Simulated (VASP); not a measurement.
Input of a VASP 6.6.1 run:

INCAR

```
PREC = Accurate
ENCUT = 520
EDIFF = 1E-6
ISMEAR = -1
SIGMA = 0.06122561905347299
LREAL = F
LASPH = T
NELM = 100
ALGO = Normal
ISIF = 2
LWAVE = F
LCHARG = F
GGA = PE
NBANDS = 43
```

The input KPOINTS:

```
regular mesh
0
Gamma
  10 10 10
```

Contents of POSCAR:

```
I2O3
1.0
    5.6230025641      0.0000000000      0.0000000000
    0.0000000000      5.6230025641      0.0000000000
    0.0000000000      0.0000000000      5.6230025641
I O
4 6
Direct
    0.2500000000      0.2500000000      0.2500000000
    0.7500000000      0.7500000000      0.2500000000
    0.7500000000      0.2500000000      0.7500000000
    0.2500000000      0.7500000000      0.7500000000
    0.5000000000      0.0000000000      0.0000000000
    0.0000000000      0.5000000000      0.0000000000
    0.0000000000      0.0000000000      0.5000000000
    0.5000000000      0.5000000000      0.0000000000
    0.5000000000      0.0000000000      0.5000000000
    0.0000000000      0.5000000000      0.5000000000
```

Potentials or basis: VASP PAW PBE potentials, release 64 (I, O).

Command:

```bash
$ cat potpaw_PBE.64/I/POTCAR potpaw_PBE.64/O/POTCAR > POTCAR
$ mpirun -np 1 vasp_std > vasp.out
```

Q: What does it give for the pressure?

A: -5.1 GPa.

Q: Estimate the band gap on the k mesh.

A: Zero (band 32 reaches 5.91 eV, above the bottom of band 33 at 5.11 eV).

Caveat: spin-orbit coupling is left out, which moves the levels of the heavy elements.
